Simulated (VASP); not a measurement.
Write the native input for VASP 6.6.1 that does the following.

```
Task                   : single point
Functional             : PBE
Potentials or basis    : VASP PAW PBE potentials, release 64 (K_sv, Cl)
Cutoff                 : 520 eV
k mesh                 : 8 × 8 × 8
Occupations            : fermi-dirac, width 0.02 eV
Spin                   : no spin polarisation
Dipole correction      : no
Further INCAR settings : ALGO = Normal; EDIFF = 1e-07; NBANDS = 15
```

The structure of KCl lies in POSCAR:

```
KCl
1.0
    3.9857477641      0.0000000000      0.0000000000
    0.0000000000      3.9857477641      0.0000000000
    0.0000000000      0.0000000000      3.7711682885
K Cl
1 1
Direct
    0.0000000000      0.0000000000      0.0000000000
    0.5000000000      0.5000000000      0.5000000000
```

This cell differs from its parent crystal: biaxial xy strain +5.7%.

These files were run (other wordings do the same):

INCAR

```
PREC = Accurate ; ENCUT = 520
EDIFF = 1E-7 ; ISMEAR = -1
SIGMA = 0.02 ; LREAL = F
LASPH = T ; NELM = 60
ALGO = Normal ; ISIF = 2
LWAVE = F ; LCHARG = F
GGA = PE ; NBANDS = 15
```

KPOINTS

```
regular mesh
0
Gamma
  8 8 8
```

Potentials or basis: VASP PAW PBE potentials, release 64 (K_sv, Cl).

Command:

```bash
$ cat potpaw_PBE.64/K_sv/POTCAR potpaw_PBE.64/Cl/POTCAR > POTCAR
$ mpirun -np 1 vasp_std > vasp.out
```

Results of the run:

| Item | Value |
| --- | --- |
| Pressure | -1.0 GPa |
| Band gap on the k mesh | 4.38 eV (least direct gap 4.54 eV) |

Caveat: the cell differs from its parent crystal (biaxial xy strain +5.7%).

Wall time 54 s on 1 thread of AMD EPYC 7R43 64-Core Processor (Zen 3) (shared host), peak memory 0.16 GiB.
